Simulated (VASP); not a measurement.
# Mn2Co (Fm-3m) in VASP: single point with PBE

Aim: the single point of Mn2Co with PBE.

All numbers are computed with VASP 6.6.1; they aren't measurements. Logs are shortened: lines on timing, memory, paths and dates and some standing lists are left out, and cuts for length are marked.

## 1. The cell of the first run

The structure is cubic, space group Fm-3m (No. 225). Conventional cell: a = 5.437 Å, b = 5.437 Å, c = 5.437 Å, α = 90.00°, β = 90.00°, γ = 90.00°. Mn (site symmetry -43m) has 4 Co at 2.35 Å and 6 Mn at 2.72 Å within 3.1 Å. Within 3.1 Å of Co (site symmetry m-3m) lie 8 Mn at 2.35 Å.

## 2. Single point, PBE, collinear spin, ferromagnetic start

INCAR reads:

```
SYSTEM = Mn2Co
PREC = Accurate
ENCUT = 520
EDIFF = 1E-6
ISMEAR = 0
SIGMA = 0.1
LREAL = .False.
LASPH = .True.
NELM = 150
ALGO = Normal
ISIF = 2
LWAVE = .False.
LCHARG = .True.
ISPIN = 2
MAGMOM = 2.7 2.7 0.62
LORBIT = 11
LMAXMIX = 4
GGA = PE
LELF = .True.
LVHAR = .True.
NBANDS = 28
```

KPOINTS reads:

```
Automatic mesh
0
Gamma
  14 14 14
  0 0 0
```

POSCAR reads:

```
Mn2Co
1.0
    0.0000000000      2.7187412052      2.7187412052
    2.7187412052      0.0000000000      2.7187412052
    2.7187412052      2.7187412052      0.0000000000
Mn Co
2 1
Direct
    0.2500000000      0.2500000000      0.2500000000
    0.7500000000      0.7500000000      0.7500000000
    0.0000000000      0.0000000000      0.0000000000
```

Potentials or basis: VASP PAW PBE potentials, release 64 (Mn_pv, Co).

The run is started by

```console
$ cat potpaw_PBE.64/Mn_pv/POTCAR potpaw_PBE.64/Co/POTCAR > POTCAR
$ mpirun -np 1 vasp_std > vasp.out
```

OUTCAR:

```text
SYSTEM = Mn2Co
   PREC = Accurate
   ENCUT = 520
   EDIFF = 1E-6
   ISMEAR = 0
   LREAL = .False.
   LASPH = .True.
   NELM = 150
   ISIF = 2
   ISPIN = 2
   LORBIT = 11
   GGA = PE

 ion  position               nearest neighbor table
   1  0.250  0.250  0.250-   3 2.35   3 2.35   3 2.35   3 2.35   2 2.72   2 2.72   2 2.72   2 2.72
                             2 2.72   2 2.72
   2  0.750  0.750  0.750-   3 2.35   3 2.35   3 2.35   3 2.35   1 2.72   1 2.72   1 2.72   1 2.72
                             1 2.72   1 2.72
   3  0.000  0.000  0.000-   2 2.35   2 2.35   2 2.35   1 2.35   1 2.35   1 2.35   2 2.35   1 2.35

  LATTYP: Found a face centered cubic cell.
 ALAT       =     5.4374824104

  Lattice vectors:

 A1 = (   0.0000000000,   2.7187412052,   2.7187412052)
 A2 = (   2.7187412052,   0.0000000000,   2.7187412052)
 A3 = (   2.7187412052,   2.7187412052,   0.0000000000)

Analysis of symmetry for initial positions (statically):
=====================================================================
 Subroutine PRICEL returns:
 Original cell was already a primitive cell.

 Routine SETGRP: Setting up the symmetry group for a
 face centered cubic supercell.

 Subroutine GETGRP returns: Found 48 space group operations
 (whereof 48 operations were pure point group operations)
 out of a pool of 48 trial point group operations.

The static configuration has the point symmetry O_h .

Analysis of symmetry for dynamics (positions and initial velocities):
=====================================================================
 Subroutine PRICEL returns:
 Original cell was already a primitive cell.

 Routine SETGRP: Setting up the symmetry group for a
 face centered cubic supercell.

 Subroutine GETGRP returns: Found 48 space group operations
 (whereof 48 operations were pure point group operations)
 out of a pool of 48 trial point group operations.

The dynamic configuration has the point symmetry O_h .

Analysis of structural, dynamic, and magnetic symmetry:
=====================================================================
 Subroutine PRICEL returns:
 Original cell was already a primitive cell.

 Routine SETGRP: Setting up the symmetry group for a
 face centered cubic supercell.

 Subroutine GETGRP returns: Found 48 space group operations
 (whereof 48 operations were pure point group operations)
 out of a pool of 48 trial point group operations.

The overall configuration has the point symmetry O_h .

 Subroutine INISYM returns: Found 48 space group operations
 (whereof 48 operations are pure point group operations),
[... 118 lines left out ...]
     AMIX_MAG =   1.60;   BMIX_MAG =  1.00
  volume/ion in A,a.u.               =      13.40        90.41
  Fermi-wavevector in a.u.,A,eV,Ry     =   1.563338  2.954281 33.253003  2.444027
  Thomas-Fermi vector in A             =   2.666124
   LORBIT       =     11    0 simple, 1 ext, 2 COOP (PROOUT), +10 PAW based schemes
   GGA     = PE    functional components
   LHFCALC =     F    Hartree Fock is set to
   AEXX    =    0.0000 exact exchange contribution
   IVDW    =     0    specifies the selected vdW correction
   LEPSILON=     F    determine dielectric tensor
   LRPA    =     F    only Hartree local field effects (RPA)
 spin polarized calculation
 Gauss-broadening in eV      SIGMA  =   0.10
  energy-cutoff  :      520.00
  volume of cell :       40.19
 maximum number of plane-waves:      1106
 NGX is ok and might be reduce to    30
   NGX = 15   NGY = 15   NGZ = 15

 number of electron      35.0000028 magnetization       5.4244829

 Free energy of the ion-electron system (eV)
  ---------------------------------------------------
  ext. energy  EPLUGINS =         0.00000000
  ---------------------------------------------------
  free energy    TOTEN  =       -23.19918922 eV

  energy without entropy =      -23.17265880  energy(sigma->0) =      -23.18592401

 E-fermi :   7.7764     XC(G=0): -12.3579

 val. band max:        7.7762976438   @ k =  -0.2857   0.1429   0.0000
 cond. band min:       7.7779956694   @ k =  -0.2143   0.2143   0.0000
 fundamental gap:      0.0016980256
 Fermi energy:         7.7764021671

 spin component 1

 k-point     1 :       0.0000    0.0000    0.0000
  band No.  band energies     occupation
      1     -41.3751      1.00000
      2     -41.3751      1.00000
      3     -41.3751      1.00000
      4     -41.2491      1.00000
      5     -41.2491      1.00000
      6     -41.2491      1.00000
[... 733 lines left out ...]
     27      18.2879      0.00000
     28      20.7476      0.00000

 [... further k-points ...]

 spin component 2

 k-point     1 :       0.0000    0.0000    0.0000
  band No.  band energies     occupation
      1     -38.7845      1.00000
      2     -38.7845      1.00000
      3     -38.7845      1.00000
      4     -38.6457      1.00000
      5     -38.6457      1.00000
      6     -38.6457      1.00000
[... 733 lines left out ...]
     27      18.9547      0.00000
     28      21.3801      0.00000

 [... further k-points ...]
[... 5 lines left out ...]
  --------------------------------------------------------------------------------------
  -------------------------------------------------------------------------------------
  Total        0.0790770      0.0790770      0.0790770     -0.0000000      0.0000000      0.0000000
  in kB        3.1522977      3.1522977      3.1522977     -0.0000000      0.0000000      0.0000000
  external PRESSURE =       3.1522977 kB  Pullay stress =       0.0000000 kB

 VOLUME and BASIS-vectors are now :
 -----------------------------------------------------------------------------
  energy-cutoff  :      520.00
  volume of cell :       40.19
      direct lattice vectors                 reciprocal lattice vectors
     0.000000000  2.718741205  2.718741205    -0.183908641  0.183908641  0.183908641
     2.718741205  0.000000000  2.718741205     0.183908641 -0.183908641  0.183908641
     2.718741205  2.718741205  0.000000000     0.183908641  0.183908641 -0.183908641

 POSITION                                       TOTAL-FORCE (eV/Angst)
 -----------------------------------------------------------------------------------
      1.35937      1.35937      1.35937        -0.000000     -0.000000     -0.000000
      4.07811      4.07811      4.07811         0.000000      0.000000      0.000000
      0.00000      0.00000      0.00000         0.000000     -0.000000      0.000000
 -----------------------------------------------------------------------------------
    total drift:                                0.000000     -0.000000      0.000000

  FREE ENERGIE OF THE ION-ELECTRON SYSTEM (eV)
  ---------------------------------------------------
  free  energy   TOTEN  =       -23.1991892205 eV

  energy  without entropy=      -23.1726587991  energy(sigma->0) =      -23.18592401

 total charge

# of ion       s       p       d       tot
------------------------------------------
    1        0.383   6.274   5.046  11.703
    2        0.383   6.274   5.046  11.703
    3        0.602   0.581   7.351   8.534
--------------------------------------------------
tot          1.368  13.129  17.443  31.940

 magnetization (x)

# of ion       s       p       d       tot
------------------------------------------
    1        0.003   0.004   2.405   2.412
    2        0.003   0.004   2.405   2.412
    3       -0.046  -0.029   0.546   0.471
--------------------------------------------------
tot         -0.040  -0.020   5.355   5.295
```

OSZICAR:

```text
N       E                     dE             d eps       ncg     rms          rms(c)
DAV:   1     0.347478126914E+03    0.34748E+03   -0.18759E+04 11880   0.162E+03
DAV:   2    -0.754167946880E+01   -0.35502E+03   -0.33890E+03 11660   0.429E+02
DAV:   3    -0.262203133538E+02   -0.18679E+02   -0.18040E+02 12356   0.117E+02
DAV:   4    -0.265487446072E+02   -0.32843E+00   -0.32819E+00 13284   0.153E+01
DAV:   5    -0.265618418302E+02   -0.13097E-01   -0.13097E-01 14032   0.301E+00    0.193E+01
DAV:   6    -0.269751329396E+02   -0.41329E+00   -0.28753E+01 12416   0.586E+01    0.319E+01
DAV:   7    -0.273101759425E+02   -0.33504E+00   -0.48258E+01 12968   0.778E+01    0.208E+01
DAV:   8    -0.232520485949E+02    0.40581E+01   -0.54969E+00 13512   0.361E+01    0.641E+00
DAV:   9    -0.231829292944E+02    0.69119E-01   -0.55795E-01 15904   0.709E+00    0.296E+00
DAV:  10    -0.231973625071E+02   -0.14433E-01   -0.12072E-01 16808   0.327E+00    0.114E+00
DAV:  11    -0.231989054127E+02   -0.15429E-02   -0.31619E-02 14440   0.170E+00    0.960E-01
DAV:  12    -0.231990670913E+02   -0.16168E-03   -0.17561E-02 13520   0.123E+00    0.362E-01
DAV:  13    -0.231991433690E+02   -0.76278E-04   -0.21089E-03 15172   0.497E-01    0.128E-01
DAV:  14    -0.231991964472E+02   -0.53078E-04   -0.31628E-04 13308   0.137E-01    0.780E-02
DAV:  15    -0.231991889158E+02    0.75314E-05   -0.99988E-05 14548   0.855E-02    0.283E-02
DAV:  16    -0.231991892205E+02   -0.30469E-06   -0.77256E-06 14040   0.220E-02
   1 F= -.23199189E+02 E0= -.23185924E+02  d E =-.265304E-01  mag=     5.4226
```

It took 4.6 min on 1 thread of Intel Xeon Platinum 8259CL at 2.50GHz (Skylake/Cascade Lake), shared host; peak memory 0.31 GiB.

What came out:

| Property | Result |
| --- | --- |
| Free energy | -23.1992 eV |
| Pressure | 0.3 GPa |
| Net moment | 5.42 μB per cell |
| Site moments | Mn +2.41; Co +0.47 μB |
| Valence electrons inside the program's atomic spheres | Mn 11.70; Co 8.53 |
